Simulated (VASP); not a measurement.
# NaF: dielectric tensor with PBE

NaF:

```
CELL_PARAMETERS angstrom
3.86806 0.00000 0.00000
-1.93403 3.34984 0.00000
0.00000 0.00000 4.55138
ATOMIC_POSITIONS crystal
Na 0.33333 0.66667 0.93750
Na 0.66667 0.33333 0.43750
F 0.33333 0.66667 0.43750
F 0.66667 0.33333 0.93750
```

```json
{"Program": "VASP 6.6.1", "Task": "dielectric tensor", "Functional": "PBE", "Potentials or basis": "VASP PAW PBE potentials, release 64 (Na_pv, F)", "Cutoff": "520 eV", "k mesh": "6 × 6 × 6", "Occupations": "gaussian, width 0.01 eV", "Spin": "no spin polarisation", "Dipole correction": "no", "Further INCAR settings": "ALGO = Normal; EDIFF = 1e-08"}
```

| Property | Result |
| --- | --- |
| Band gap on the k mesh | 5.68 eV |
| Electronic dielectric tensor (diagonal) | 1.73 |
| Born charges (mean of the diagonal) | Na +0.97; F -0.97 e |

Levels at points of the mesh, in eV from the valence-band top:
```tsv
k point	band 10	band 11	band 12	band 13	band 14	band 15	band 16	band 17	band 18
(0.00, 0.00, 0.00)	-0.60	-0.60	-0.30	-0.30	0.00	5.68	12.86	12.98	15.51
(0.50, 0.00, 0.00)	-0.75	-0.71	-0.62	-0.36	-0.17	8.83	10.41	12.92	15.14
(0.00, 0.00, 0.50)	-0.83	-0.46	-0.46	-0.46	-0.46	7.98	7.98	16.44	16.44
(0.50, 0.00, 0.50)	-1.30	-0.48	-0.48	-0.26	-0.26	9.89	9.89	12.46	12.46
```

Electronic dielectric tensor:
```
1.73 0.00 0.00
0.00 1.73 0.00
0.00 0.00 1.73
```

Born effective charge tensors (e):
atom 1, Na
```
0.95 0.00 0.00
0.00 0.95 0.00
0.00 0.00 1.01
```
atom 2, Na
```
0.95 0.00 0.00
0.00 0.95 0.00
0.00 0.00 1.01
```
atom 3, F
```
-0.95  0.00  0.00
 0.00 -0.95  0.00
 0.00  0.00 -1.01
```
atom 4, F
```
-0.95  0.00  0.00
 0.00 -0.95  0.00
 0.00  0.00 -1.01
```

Wall time 4.9 min on 1 thread of Intel Xeon 8259CL, on a shared host, peak memory 0.29 GiB.

Caveat: the structure was generated, so it needn't be the stable form of NaF. A k mesh can miss the band edges.
